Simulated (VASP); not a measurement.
# CdS (P3m1) in VASP: notebook

Runs on CdS. Level: PBE+D3(BJ). Tasks: single point, relaxation of cell and atoms.

Program: VASP 6.6.1. These are calculated values, not measurements. Logs are shortened: lines on timing, memory, paths and dates and some standing lists are left out, and cuts for length are marked.

## (1) The cell of the first run

It takes space group P3m1 (No. 156, trigonal). Conventional cell: a = 4.098 Å, b = 4.098 Å, c = 3.828 Å, α = 90.00°, β = 90.00°, γ = 120.00°. Cd (site symmetry 3m) has 3 S at 2.47 Å within 3.3 Å. Within 3.3 Å of S (site symmetry 3m) lie 3 Cd at 2.47 Å.

## (2) Single point, PBE+D3(BJ)

INCAR

```
SYSTEM = CdS
PREC = Accurate
ENCUT = 520
EDIFF = 1E-6
ISMEAR = 0
SIGMA = 0.02
LREAL = .False.
LASPH = .True.
NELM = 80
ALGO = Normal
ISIF = 2
LWAVE = .False.
LCHARG = .False.
GGA = PE
IVDW = 12
NBANDS = 16
```

KPOINTS

```
Automatic mesh
0
Gamma
  12 12 8
  0 0 0
```

POSCAR

```
CdS
1.0
    4.0976668513      0.0000000000      0.0000000000
   -2.0488334257      3.5486835895      0.0000000000
    0.0000000000      0.0000000000      3.8283122367
Cd S
1 1
Direct
    0.0000000000      0.0000000000      0.5307944175
    0.6666666667      0.3333333333      0.3462055825
```

Potentials or basis: VASP PAW PBE potentials, release 64 (Cd, S).

Run with:

```bash
> cat potpaw_PBE.64/Cd/POTCAR potpaw_PBE.64/S/POTCAR > POTCAR
> mpirun -np 1 vasp_std > vasp.out
```

OUTCAR:

```text
SYSTEM = CdS
   PREC = Accurate
   ENCUT = 520
   EDIFF = 1E-6
   ISMEAR = 0
   LREAL = .False.
   LASPH = .True.
   NELM = 80
   ISIF = 2
   GGA = PE
   IVDW = 12
 IVDW          = 12

 ion  position               nearest neighbor table
   1  0.000  0.000  0.531-   2 2.47   2 2.47   2 2.47
   2  0.667  0.333  0.346-   1 2.47   1 2.47   1 2.47

  LATTYP: Found a hexagonal cell.
 ALAT       =     4.0976668513
 C/A-ratio  =     0.9342663461

  Lattice vectors:

 A1 = (   4.0976668513,   0.0000000000,   0.0000000000)
 A2 = (  -2.0488334257,   3.5486835895,   0.0000000000)
 A3 = (   0.0000000000,   0.0000000000,   3.8283122367)

Analysis of symmetry for initial positions (statically):
=====================================================================
 Subroutine PRICEL returns:
 Original cell was already a primitive cell.

 Routine SETGRP: Setting up the symmetry group for a
 hexagonal supercell.

 Subroutine GETGRP returns: Found  6 space group operations
 (whereof  6 operations were pure point group operations)
 out of a pool of 24 trial point group operations.

The static configuration has the point symmetry C_3v.

Analysis of symmetry for dynamics (positions and initial velocities):
=====================================================================
 Subroutine PRICEL returns:
 Original cell was already a primitive cell.

 Routine SETGRP: Setting up the symmetry group for a
 hexagonal supercell.

 Subroutine GETGRP returns: Found  6 space group operations
 (whereof  6 operations were pure point group operations)
 out of a pool of 24 trial point group operations.

The dynamic configuration has the point symmetry C_3v.

 Subroutine INISYM returns: Found  6 space group operations
 (whereof  6 operations are pure point group operations),
 and found     1 'primitive' translations

----------------------------------------------------------------------------------------

                                     Primitive cell

  volume of cell :      55.6687

  direct lattice vectors                    reciprocal lattice vectors
     4.097666851  0.000000000  0.000000000     0.244041313  0.140897318  0.000000000
    -2.048833426  3.548683589  0.000000000     0.000000000  0.281794636  0.000000000
     0.000000000  0.000000000  3.828312237     0.000000000  0.000000000  0.261211714

  length of vectors
     4.097666851  4.097666851  3.828312237     0.281794636  0.281794636  0.261211714

  position of ions in fractional coordinates (direct lattice)
     0.000000000  0.000000000  0.530794417
[... 72 lines left out ...]
   ISPIN  =      1    spin polarized calculation?
   LNONCOLLINEAR =      F non collinear calculations
   LSORBIT =      F    spin-orbit coupling
   LASPH  =      T    aspherical Exc in radial PAW
   ENCUT  =  520.0 eV  38.22 Ry    6.18 a.u.   7.62  7.62  7.12*2*pi/ulx,y,z
   NELM   =     80;   NELMIN=  2; NELMDL= -5     # of ELM steps
   EDIFF  = 0.1E-05   stopping-criterion for ELM
   LREAL  =      F    real-space projection
[... 7 lines left out ...]
   TEBEG  =    0.0;   TEEND  =   0.0 temperature during run
   PSTRESS=    0.0 pullay stress
   NELECT =      18.0000    total number of electrons
   NUPDOWN=      -1.0000    fix difference up-down
   EMIN   =  10.00;   EMAX   =-10.00  energy-range for DOS
   EFERMI =   0.00;   METHOD = LEGACY
   ISMEAR =     0;   SIGMA  =   0.02  broadening in eV -4-tet -1-fermi 0-gaus
   EFERMI_NEDOS =   21; number of points for ismear=-14 and -15
   IALGO  =     38    algorithm
   IMIX   =      4    mixing-type and parameters
     AMIX     =   0.40;   BMIX     =  1.00
     AMIX_MAG =   1.60;   BMIX_MAG =  1.00
  volume/ion in A,a.u.               =      27.83       187.84
  Fermi-wavevector in a.u.,A,eV,Ry     =   1.123644  2.123378 17.178374  1.262575
  Thomas-Fermi vector in A             =   2.260311
   LORBIT       =      0    0 simple, 1 ext, 2 COOP (PROOUT), +10 PAW based schemes
   GGA     = PE    functional components
   LHFCALC =     F    Hartree Fock is set to
   AEXX    =    0.0000 exact exchange contribution
   IVDW    =    12    specifies the selected vdW correction
   LEPSILON=     F    determine dielectric tensor
   LRPA    =     F    only Hartree local field effects (RPA)
 non-spin polarized calculation
 Gauss-broadening in eV      SIGMA  =   0.02
  energy-cutoff  :      520.00
  volume of cell :       55.67
 maximum number of plane-waves:      1538
   NGX = 15   NGY = 15   NGZ = 15

 number of electron      18.0000004 magnetization

 Free energy of the ion-electron system (eV)
  ---------------------------------------------------
  ext. energy  EPLUGINS =         0.00000000
  ---------------------------------------------------
  free energy    TOTEN  =        -5.54126023 eV

  energy without entropy =       -5.54126023  energy(sigma->0) =       -5.54126023

 E-fermi :   0.8323     XC(G=0):  -8.6155

 val. band max:        0.6719984233   @ k =   0.3333   0.3333   0.0000
 cond. band min:       1.5907784780   @ k =   0.0000   0.0000   0.0000
 fundamental gap:      0.9187800547
 Fermi energy:         0.8322725525

 k-point     1 :       0.0000    0.0000    0.0000
  band No.  band energies     occupation
      1     -11.4776      2.00000
      2      -7.2889      2.00000
      3      -7.2889      2.00000
      4      -7.0087      2.00000
      5      -6.8103      2.00000
      6      -6.8103      2.00000
[... 433 lines left out ...]
      3      -7.2311      2.00000
      4      -6.9199      2.00000
      5      -6.8253      2.00000
      6      -6.8141      2.00000
[... 8 lines left out ...]
     15      12.6497      0.00000
     16      12.7836      0.00000

 [... further k-points ...]

------------------------ aborting loop because EDIFF is reached ----------------------------------------

 Edisp (eV)   -0.54009

 E8    (eV) :    -0.2197

  FORCE on cell =-STRESS in cart. coord.  units (eV):
  Direction    XX          YY          ZZ          XY          YZ          ZX
  --------------------------------------------------------------------------------------
  -------------------------------------------------------------------------------------
  Total       0.14076     0.14076     0.01777    -0.00000     0.00000     0.00000
  in kB       4.05111     4.05111     0.51146    -0.00000     0.00000     0.00000
  external pressure =        2.87 kB  Pullay stress =        0.00 kB

 VOLUME and BASIS-vectors are now :
 -----------------------------------------------------------------------------
  energy-cutoff  :      520.00
  volume of cell :       55.67
      direct lattice vectors                 reciprocal lattice vectors
     4.097666851  0.000000000  0.000000000     0.244041313  0.140897318  0.000000000
    -2.048833426  3.548683589  0.000000000     0.000000000  0.281794636  0.000000000
     0.000000000  0.000000000  3.828312237     0.000000000  0.000000000  0.261211714

 POSITION                                       TOTAL-FORCE (eV/Angst)
 -----------------------------------------------------------------------------------
      0.00000      0.00000      2.03205        -0.000000      0.000000      0.027680
      2.04883      1.18289      1.32538         0.000000     -0.000000     -0.027680
 -----------------------------------------------------------------------------------
    total drift:                                0.000000     -0.000000     -0.000405

  FREE ENERGIE OF THE ION-ELECTRON SYSTEM (eV)
  ---------------------------------------------------
  free  energy   TOTEN  =        -6.0813457434 eV

  energy  without entropy=       -6.0813457434  energy(sigma->0) =       -6.08134574
```

OSZICAR:

```text
N       E                     dE             d eps       ncg     rms          rms(c)
DAV:   1     0.106814911757E+03    0.10681E+03   -0.86952E+03  4200   0.101E+03
DAV:   2    -0.192018715436E+01   -0.10874E+03   -0.10226E+03  5152   0.249E+02
DAV:   3    -0.627927130858E+01   -0.43591E+01   -0.43499E+01  5232   0.513E+01
DAV:   4    -0.630799044916E+01   -0.28719E-01   -0.28716E-01  5328   0.410E+00
DAV:   5    -0.630841534065E+01   -0.42489E-03   -0.42489E-03  5296   0.474E-01    0.786E+00
DAV:   6    -0.557515628694E+01    0.73326E+00   -0.10746E+00  6160   0.127E+01    0.629E+00
DAV:   7    -0.554462470289E+01    0.30532E-01   -0.27352E-01  5120   0.357E+00    0.310E+00
DAV:   8    -0.554156561930E+01    0.30591E-02   -0.24553E-02  4832   0.187E+00    0.326E-01
DAV:   9    -0.554100573777E+01    0.55988E-03   -0.35607E-03  5440   0.796E-01    0.928E-02
DAV:  10    -0.554116158423E+01   -0.15585E-03   -0.43001E-04  5080   0.197E-01    0.857E-02
DAV:  11    -0.554126978628E+01   -0.10820E-03   -0.18636E-04  4936   0.959E-02    0.362E-02
DAV:  12    -0.554125910473E+01    0.10682E-04   -0.25130E-05  5216   0.511E-02    0.110E-02
DAV:  13    -0.554126036707E+01   -0.12623E-05   -0.38456E-06  4928   0.129E-02    0.101E-02
DAV:  14    -0.554126023071E+01    0.13635E-06   -0.16244E-07  4184   0.467E-03
   1 F= -.60813457E+01 E0= -.60813457E+01  d E =-.252276E-32
```

stdout:

```text
POSCAR found type information on POSCAR CdS
 POSCAR found :  2 types and       2 ions
 scaLAPACK will be used
 LDA part: xc-table for (Slater+PW92), standard interpolation
 POSCAR, INCAR and KPOINTS ok, starting setup
 FFT: planning ... GRIDC
 FFT: planning ... GRID_SOFT
 FFT: planning ... GRID
 WAVECAR not read
 entering main loop
```

Run time: 38 s. Hardware: 1 thread of Intel Xeon 6975P-C (Granite Rapids), shared host; peak memory 0.25 GiB.

What came out:

| Property | Result |
| --- | --- |
| Free energy | -6.0813 eV |
| Pressure | 0.3 GPa |
| Largest force | 0.028 eV/Å |
| Band gap on the k mesh | 0.92 eV, indirect (least direct gap 1.24 eV) |
| Dispersion energy per atom | -0.270 eV |

Forces on the atoms (eV/Å):
```
Cd   0.000  0.000  0.028
S    0.000  0.000 -0.028
```

Stress tensor (GPa, compression positive):
```
0.41 0.00 0.00
0.00 0.41 0.00
0.00 0.00 0.05
```

A k mesh can miss the band edges. As with any semilocal functional, this PBE gap is likely too small.

## (3) Relaxation of cell and atoms, PBE+D3(BJ)

INCAR

```
PREC     = Accurate       # precision mode
ENCUT    = 600            # plane-wave cutoff, eV
EDIFF    = 1E-7           # SCF threshold, eV
ISMEAR   = 0              # smearing method
SIGMA    = 0.02           # smearing width, eV
LREAL    = F              # projectors in reciprocal space
LASPH    = T              # aspherical terms in the spheres
NELM     = 60             # most SCF steps
ALGO     = Normal         # electronic algorithm
ISIF     = 3              # what is computed and relaxed
LWAVE    = F              # write WAVECAR
LCHARG   = F              # write CHGCAR
GGA      = PE             # functional
IVDW     = 12             # dispersion correction
IBRION   = 2              # ionic algorithm
NSW      = 100            # ionic steps
EDIFFG   = -0.005         # ionic threshold
```

KPOINTS

```
Automatic mesh
0
Gamma
  12 12 8
```

POSCAR is that of step 2.

Potentials or basis: VASP PAW PBE potentials, release 64 (Cd, S).

Run with:

```bash
> cat potpaw_PBE.64/Cd/POTCAR potpaw_PBE.64/S/POTCAR > POTCAR
> mpirun -np 1 vasp_std > vasp.out
```

It took 3.7 min on 1 thread of Intel Xeon 6975P-C (Granite Rapids), shared host; peak memory 0.3 GiB.

The run converged. Its results:

```yaml
Free_energy: -6.0816 eV
Relaxed_volume: 27.71 Å³/atom
Relaxed_cell: a = 4.099 Å, b = 4.099 Å, c = 3.810 Å, α = 90.00°, β = 90.00°, γ = 120.00°
Space_group_after_relaxing_to_0.05_Å: P3m1 (No. 156)
Energy_gained_by_relaxing: 0.2 meV/atom
Ionic_steps: 11
Pressure_after_relaxing: 0.0 GPa
Largest_force_after_relaxing: 0.005 eV/Å
Band_gap_on_the_k_mesh: 0.88 eV, indirect (least direct gap 1.23 eV)
Dispersion_energy_per_atom: -0.272 eV
```

Forces on the atoms (eV/Å):
```
Cd   0.000  0.000  0.005
S    0.000  0.000 -0.005
```

Step by step:
| step | energy change (eV) | largest force (eV/Å) | pressure (GPa) | volume (Å³) |
| --- | --- | --- | --- | --- |
| 1 | 0.0000 | 0.0278 | 0.25 | 55.67 |
| 2 | -0.0002 | 0.0082 | -0.18 | 56.03 |
| 3 | -0.0003 | 0.0059 | 0.00 | 55.88 |
| 4 | -0.0003 | 0.0055 | -0.02 | 55.89 |
| 5 | -0.0003 | 0.0056 | -0.01 | 55.87 |
| 6 | -0.0003 | 0.0059 | -0.01 | 55.83 |
| 7 | -0.0003 | 0.0066 | 0.00 | 55.74 |
| 8 | -0.0003 | 0.0080 | 0.01 | 55.56 |
| 9 | -0.0003 | 0.0078 | 0.01 | 55.55 |
| 10 | -0.0004 | 0.0067 | 0.01 | 55.51 |
| 11 | -0.0004 | 0.0046 | 0.01 | 55.43 |

Final structure:
```cif
data_structure
_symmetry_space_group_name_H-M 'P 1'
_symmetry_Int_Tables_number 1
_cell_length_a 4.0987
_cell_length_b 4.0987
_cell_length_c 3.8098
_cell_angle_alpha 90.000
_cell_angle_beta 90.000
_cell_angle_gamma 120.000
_cell_volume 55.43
loop_
_atom_site_label
_atom_site_type_symbol
_atom_site_fract_x
_atom_site_fract_y
_atom_site_fract_z
_atom_site_occupancy
Cd1 Cd 0.00000 0.00000 0.53396 1
S1 S 0.66667 0.33333 0.34304 1
```

Levels at points of the mesh, in eV from the valence-band top:
```
           k point  band 7  band 8  band 9  band 10  band 11  band 12
(0.00, 0.00, 0.00)   -0.72   -0.35   -0.35     0.88     5.85     6.51
(0.50, 0.00, 0.00)   -4.47   -1.56   -0.10     2.84     5.75     7.62
(0.00, 0.00, 0.50)   -3.18   -0.12   -0.12     2.97     4.73     7.43
(0.50, 0.00, 0.50)   -3.59   -1.88   -1.15     1.90     4.75     7.37
```

## (4) Single point, PBE+D3(BJ)

This run uses another cell than the first one: it holds 4 atoms, not 2.

INCAR

```
SYSTEM = CdS
  PREC = Accurate
  ENCUT = 520
  EDIFF = 1E-6
  ISMEAR = 0
  SIGMA = 0.05
  LREAL = .False.
  LASPH = .True.
  NELM = 80
  ALGO = Normal
  ISIF = 2
  LWAVE = .False.
  LCHARG = .False.
  GGA = PE
  IVDW = 12
  NBANDS = 26
```

KPOINTS

```
Automatic mesh
0
Gamma
  8 8 8
  0 0 0
```

POSCAR

```
CdS
1.0
    4.0976668513      0.0000000000      0.0000000000
    2.0488334257     -3.5486835895     -3.8283122367
    2.0488334256      3.5486835895     -3.8283122367
Cd S
2 2
Direct
    0.7653972088      0.2346027912      0.2346027912
    0.2653972088      0.7346027912      0.7346027912
    0.6731027913      0.6602305421      0.9935638754
    0.1731027912      0.1602305421      0.4935638754
```

Potentials or basis: VASP PAW PBE potentials, release 64 (Cd, S).

Run with:

```bash
> cat potpaw_PBE.64/Cd/POTCAR potpaw_PBE.64/S/POTCAR > POTCAR
> mpirun -np 1 vasp_std > vasp.out
```

OUTCAR:

```text
SYSTEM = CdS
   PREC = Accurate
   ENCUT = 520
   EDIFF = 1E-6
   ISMEAR = 0
   LREAL = .False.
   LASPH = .True.
   NELM = 80
   ISIF = 2
   GGA = PE
   IVDW = 12
 IVDW          = 12

 ion  position               nearest neighbor table
   1  0.765  0.235  0.235-   4 2.47   3 2.47   4 2.47
   2  0.265  0.735  0.735-   3 2.47   3 2.47   4 2.47
   3  0.673  0.660  0.994-   2 2.47   2 2.47   1 2.47
   4  0.173  0.160  0.494-   1 2.47   2 2.47   1 2.47

  LATTYP: Found a body centered orthorhombic cell.
 ALAT       =     4.0976668513
 B/A-ratio  =     1.7320508076
 C/A-ratio  =     1.8685326922
[... 915 lines left out ...]
  Direction    XX          YY          ZZ          XY          YZ          ZX
  --------------------------------------------------------------------------------------
  -------------------------------------------------------------------------------------
  Total       0.28204     0.28028     0.03051    -0.00000     0.00003    -0.00000
  in kB       4.05860     4.03336     0.43898    -0.00000     0.00043    -0.00000
  external pressure =        2.84 kB  Pullay stress =        0.00 kB

 VOLUME and BASIS-vectors are now :
 -----------------------------------------------------------------------------
  energy-cutoff  :      520.00
  volume of cell :      111.34
      direct lattice vectors                 reciprocal lattice vectors
     4.097666851  0.000000000  0.000000000     0.244041313  0.000000000  0.130605857
     2.048833426 -3.548683589 -3.828312237     0.000000000 -0.140897318 -0.130605857
     2.048833426  3.548683589 -3.828312237     0.000000000  0.140897318 -0.130605857

 POSITION                                       TOTAL-FORCE (eV/Angst)
 -----------------------------------------------------------------------------------
      4.09767      0.00000     -1.79627        -0.000000      0.000075      0.027915
      4.09767      0.00000     -5.62458        -0.000000      0.000075      0.027915
      6.14650      1.18289     -6.33124         0.000000     -0.000075     -0.027915
      2.04883      1.18289     -2.50293         0.000000     -0.000075     -0.027915
 -----------------------------------------------------------------------------------
    total drift:                                0.000023     -0.000000     -0.001143

  FREE ENERGIE OF THE ION-ELECTRON SYSTEM (eV)
  ---------------------------------------------------
  free  energy   TOTEN  =       -12.1625374946 eV

  energy  without entropy=      -12.1625374946  energy(sigma->0) =      -12.16253749
```

stdout:

```text
POSCAR found type information on POSCAR CdS
 POSCAR found :  2 types and       4 ions
 scaLAPACK will be used
 LDA part: xc-table for (Slater+PW92), standard interpolation
 POSCAR, INCAR and KPOINTS ok, starting setup
 FFT: planning ... GRIDC
 FFT: planning ... GRID_SOFT
 FFT: planning ... GRID
 WAVECAR not read
 entering main loop
```

Run time: 2.7 min. Hardware: 1 thread of Intel Xeon 6975P-C (Granite Rapids), shared host; peak memory 0.48 GiB.

What came out:

```yaml
Free_energy: -12.1625 eV
Pressure: 0.3 GPa
Largest_force: 0.028 eV/Å
Band_gap_on_the_k_mesh: 0.93 eV
Dispersion_energy_per_atom: -0.270 eV
```

Forces in eV/Å, atoms in the order of the input:
```
Cd   0.000  0.000  0.028
Cd   0.000  0.000  0.028
S    0.000  0.000 -0.028
S    0.000  0.000 -0.028
```

A k mesh can miss the band edges. As with any semilocal functional, this PBE gap is likely too small.

## (5) The runs side by side

```csv
task,cell,k mesh,cutoff (eV),smearing,gap on the mesh (eV),pressure (GPa),largest force (eV/Å)
single point,"a = 4.098, b = 4.098, c = 3.828 Å, angles 90.0, 90.0, 120.0°, 2 atoms",12 × 12 × 8,520,gaussian 0.02 eV,0.92,0.3,0.03
relaxation of cell and atoms,"relaxed from a = 4.098, b = 4.098, c = 3.828 Å, angles 90.0, 90.0, 120.0°, 2 atoms",12 × 12 × 8,600,gaussian 0.02 eV,0.88,0.0,-
single point,"a = 4.098, b = 5.608, c = 5.608 Å, angles 78.5, 68.6, 68.6°, 4 atoms",8 × 8 × 8,520,gaussian 0.05 eV,0.93,0.3,0.03
```

Alike in all rows: level PBE+D3(BJ); potentials or basis VASP PAW PBE potentials, release 64 (Cd, S); no spin polarisation.

Total energies depend on the potentials used, so only differences within one code and one set of settings carry meaning.
